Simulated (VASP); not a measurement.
# AgCl (R-3m) in VASP: single point with PBE

Aim: the single point of AgCl with PBE.

Program: VASP 6.6.1. These are calculated values, not measurements. Logs are shortened: lines on timing, memory, paths and dates and some standing lists are left out, and cuts for length are marked.

## 1. The cell of the first run

Symmetry: R-3m, No. 166, trigonal system. The conventional cell has a = 4.802 Å, b = 4.802 Å, c = 5.863 Å, α = 90.00°, β = 90.00°, γ = 120.00°. Ag (site symmetry -3m) has 8 Cl at 2.93 to 2.94 Å and 6 Ag at 3.39 Å within 3.9 Å. Cl (site symmetry -3m) has 8 Ag at 2.93 to 2.94 Å and 6 Cl at 3.39 Å within 3.9 Å.

## 2. Single point, PBE (strain along [111] -0.3%)

The input, INCAR:

```
  PREC = Accurate
  ENCUT = 630
  EDIFF = 1E-6
  ISMEAR = -1
  SIGMA = 0.02
  LREAL = F
  LASPH = T
  NELM = 120
  ALGO = Normal
  ISIF = 2
  LWAVE = F
  LCHARG = F
  GGA = PE
  NBANDS = 20
  GGA_COMPAT = F
```

The input, KPOINTS:

```
Automatic mesh
0
Gamma
  8 8 8
```

The input, POSCAR:

```
AgCl
1.0
    3.3919660813     -0.0036219606     -0.0036219606
   -0.0036219606      3.3919660813     -0.0036219606
   -0.0036219606     -0.0036219606      3.3919660813
Ag Cl
1 1
Direct
    0.0000000000      0.0000000000      0.0000000000
    0.5000000000      0.5000000000      0.5000000000
```

Potentials or basis: VASP PAW PBE potentials, release 64 (Ag_sv_GW, Cl).

Launch:

```bash
cat potpaw_PBE.64/Ag_sv_GW/POTCAR potpaw_PBE.64/Cl/POTCAR > POTCAR
mpirun -np 1 vasp_std > vasp.out
```

OUTCAR:

```text
PREC = Accurate
   ENCUT = 630
   EDIFF = 1E-6
   ISMEAR = -1
   LREAL = F
   LASPH = T
   NELM = 120
   ISIF = 2
   GGA = PE

 ion  position               nearest neighbor table
   1  0.000  0.000  0.000-
   2  0.500  0.500  0.500-

  LATTYP: Found a trigonal (rhomboedric) cell.
 ALAT       =     3.3919699488
 COS(alpha) =    -0.0021344663

  Lattice vectors:

 A1 = (   3.3919660813,  -0.0036219606,  -0.0036219606)
 A2 = (  -0.0036219606,   3.3919660813,  -0.0036219606)
 A3 = (  -0.0036219606,  -0.0036219606,   3.3919660813)

Analysis of symmetry for initial positions (statically):
=====================================================================
 Subroutine PRICEL returns:
 Original cell was already a primitive cell.

 Routine SETGRP: Setting up the symmetry group for a
 trigonal (rhombohedral) supercell.

 Subroutine GETGRP returns: Found 12 space group operations
 (whereof 12 operations were pure point group operations)
 out of a pool of 12 trial point group operations.

The static configuration has the point symmetry D_3d.

Analysis of symmetry for dynamics (positions and initial velocities):
=====================================================================
 Subroutine PRICEL returns:
 Original cell was already a primitive cell.

 Routine SETGRP: Setting up the symmetry group for a
 trigonal (rhombohedral) supercell.

 Subroutine GETGRP returns: Found 12 space group operations
 (whereof 12 operations were pure point group operations)
 out of a pool of 12 trial point group operations.

The dynamic configuration has the point symmetry D_3d.

 Subroutine INISYM returns: Found 12 space group operations
 (whereof 12 operations are pure point group operations),
 and found     1 'primitive' translations

----------------------------------------------------------------------------------------

                                     Primitive cell

  volume of cell :      39.0259

  direct lattice vectors                    reciprocal lattice vectors
     3.391966081 -0.003621961 -0.003621961     0.294814942  0.000315142  0.000315142
    -0.003621961  3.391966081 -0.003621961     0.000315142  0.294814942  0.000315142
[... 75 lines left out ...]
 SYSTEM =  unknown system
   PREC   = accura    normal or accurate (medium, high low for compatibility)
   ISTART =      0    job   : 0-new  1-cont  2-samecut
   ICHARG =      2    charge: 1-file 2-atom 10-const
   ISPIN  =      1    spin polarized calculation?
   LNONCOLLINEAR =      F non collinear calculations
   LSORBIT =      F    spin-orbit coupling
   LASPH  =      T    aspherical Exc in radial PAW
   ENCUT  =  630.0 eV  46.30 Ry    6.80 a.u.   6.94  6.94  6.94*2*pi/ulx,y,z
   NELM   =    120;   NELMIN=  2; NELMDL= -5     # of ELM steps
   EDIFF  = 0.1E-05   stopping-criterion for ELM
   LREAL  =      F    real-space projection
   EDIFFG = 0.1E-04   stopping-criterion for IOM
   NSW    =      0    number of steps for IOM
   IBRION =     -1    ionic relax: 0-MD 1-quasi-New 2-CG
   NFREE  =      0    steps in history (QN), initial steepest desc. (CG)
   ISIF   =      2    stress and relaxation
   ISYM   =      2    0-nonsym 1-usesym 2-fastsym
   POTIM  = 0.5000    time-step for ionic-motion
   TEBEG  =    0.0;   TEEND  =   0.0 temperature during run
   PSTRESS=    0.0 pullay stress
   NELECT =      26.0000    total number of electrons
   NUPDOWN=      -1.0000    fix difference up-down
   EMIN   =  10.00;   EMAX   =-10.00  energy-range for DOS
   EFERMI =   0.00;   METHOD = LEGACY
   ISMEAR =    -1;   SIGMA  =   0.02  broadening in eV -4-tet -1-fermi 0-gaus
   EFERMI_NEDOS =   21; number of points for ismear=-14 and -15
   IALGO  =     38    algorithm
   IMIX   =      4    mixing-type and parameters
     AMIX     =   0.40;   BMIX     =  1.00
     AMIX_MAG =   1.60;   BMIX_MAG =  1.00
  volume/ion in A,a.u.               =      19.51       131.68
  Fermi-wavevector in a.u.,A,eV,Ry     =   1.429821  2.701970 27.815581  2.044387
  Thomas-Fermi vector in A             =   2.549733
   LORBIT       =      0    0 simple, 1 ext, 2 COOP (PROOUT), +10 PAW based schemes
   GGA     = PE    functional components
   LHFCALC =     F    Hartree Fock is set to
   AEXX    =    0.0000 exact exchange contribution
   IVDW    =     0    specifies the selected vdW correction
   LEPSILON=     F    determine dielectric tensor
   LRPA    =     F    only Hartree local field effects (RPA)
 non-spin polarized calculation
  energy-cutoff  :      630.00
  volume of cell :       39.03
 maximum number of plane-waves:      1419
   NGX = 13   NGY = 13   NGZ = 13

 number of electron      26.0000011 magnetization

 Free energy of the ion-electron system (eV)
  ---------------------------------------------------
  ext. energy  EPLUGINS =         0.00000000
  ---------------------------------------------------
  free energy    TOTEN  =        -3.05490227 eV

  energy without entropy =       -3.05490227  energy(sigma->0) =       -3.05490227

 E-fermi :   4.1540     XC(G=0): -10.7144

 val. band max:        3.8483619207   @ k =   0.5000   0.0000   0.0000
 cond. band min:       4.4279776939   @ k =   0.0000   0.0000   0.0000
 fundamental gap:      0.5796157732
 Fermi energy:         4.1540072962

 k-point     1 :       0.0000    0.0000    0.0000
  band No.  band energies     occupation
      1     -85.8428      2.00000
      2     -49.3613      2.00000
      3     -49.3613      2.00000
      4     -49.3610      2.00000
      5     -10.9614      2.00000
      6       0.9716      2.00000
[... 541 lines left out ...]
     19      18.3738      0.00000
     20      20.6427      0.00000

 [... further k-points ...]

------------------------ aborting loop because EDIFF is reached ----------------------------------------

  FORCE on cell =-STRESS in cart. coord.  units (eV):
  Direction    XX          YY          ZZ          XY          YZ          ZX
  --------------------------------------------------------------------------------------
  -------------------------------------------------------------------------------------
  Total        0.4037166      0.4037166      0.4037166     -0.0057178     -0.0057178     -0.0057178
  in kB       16.5742623     16.5742623     16.5742623     -0.2347389     -0.2347389     -0.2347389
  external PRESSURE =      16.5742623 kB  Pullay stress =       0.0000000 kB

 VOLUME and BASIS-vectors are now :
 -----------------------------------------------------------------------------
  energy-cutoff  :      630.00
  volume of cell :       39.03
      direct lattice vectors                 reciprocal lattice vectors
     3.391966081 -0.003621961 -0.003621961     0.294814942  0.000315142  0.000315142
    -0.003621961  3.391966081 -0.003621961     0.000315142  0.294814942  0.000315142
    -0.003621961 -0.003621961  3.391966081     0.000315142  0.000315142  0.294814942

 POSITION                                       TOTAL-FORCE (eV/Angst)
 -----------------------------------------------------------------------------------
      0.00000      0.00000      0.00000         0.000000     -0.000000     -0.000000
      1.69236      1.69236      1.69236        -0.000000      0.000000      0.000000
 -----------------------------------------------------------------------------------
    total drift:                               -0.000000      0.000000      0.000000

  FREE ENERGIE OF THE ION-ELECTRON SYSTEM (eV)
  ---------------------------------------------------
  free  energy   TOTEN  =        -3.0549022702 eV

  energy  without entropy=       -3.0549022675  energy(sigma->0) =       -3.05490227
```

Wall time 63 s (1 thread of AMD EPYC 7R13 (Zen 3), shared host); peak memory 0.19 GiB.

What came out:

```
Free energy            : -3.0549 eV
Pressure               : 1.7 GPa
Band gap on the k mesh : 0.58 eV (least direct gap 2.20 eV)
```

Levels at points of the mesh, in eV from the valence-band top:
```csv
k point,band 10,band 11,band 12,band 13,band 14,band 15,band 16,band 17
"(0.00, 0.00, 0.00)",-1.86,-1.64,-1.62,-1.62,0.58,9.38,9.38,13.92
"(0.50, 0.00, 0.00)",-1.81,-1.48,-0.01,0.00,4.92,5.68,9.28,10.01
"(0.50, 0.50, 0.00)",-2.17,-2.17,-1.54,-0.96,2.78,9.06,9.09,10.65
"(0.50, 0.50, 0.50)",-1.52,-0.18,-0.18,-0.17,4.67,4.67,4.70,6.93
```

Caveat: the cell differs from its parent crystal (strain along [111] -0.3%); the structure was generated, so it needn't be the stable form of AgCl; semilocal functionals underestimate gaps, and a narrow one can read as zero. A k mesh can miss the band edges.
